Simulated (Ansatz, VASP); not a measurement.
## SrVO3: VASP beside Ansatz

```xyz
5
Lattice="3.9696 0.0000 0.0000 0.0000 3.9696 0.0000 0.0000 0.0000 3.9696" Properties=species:S:1:pos:R:3 pbc="T T T"
V     0.0000    0.0000    0.0000
O     1.9848    0.0000    0.0000
O     0.0000    1.9848    0.0000
O     0.0000    0.0000    1.9848
Sr    1.9848    1.9848    1.9848
```

Alike in both runs: task single point; functional PBE; k mesh 5 × 5 × 5; non-collinear spin, spin-orbit coupling; Hubbard terms V d U = 3.88 eV.

|  | VASP | Ansatz |
| --- | --- | --- |
| version | VASP 6.6.1 | Ansatz 0.2.0 |
| potentials or method | VASP PAW PBE potentials, release 64 (V_sv, O, Sr_sv), cutoff 520 eV | PAW plane waves |
| occupations | fermi-dirac, width 0.1 eV | fermi-dirac |
| valence electrons in the cell | 41 | 41 |

```csv
,VASP,Ansatz,Ansatz less VASP
pressure (GPa),-7.6,-8.4,-0.84
"traceless stress, the component that is largest in VASP (GPa)",-0.03,3.18,+3.210
net moment per atom (μB),0.20,0.20,0.000
```

The programs project onto different local orbitals, so the same U acts differently, and such runs can settle in different states. Ansatz's warnings: filled band counts differ across k points, stress scf threshold loose.
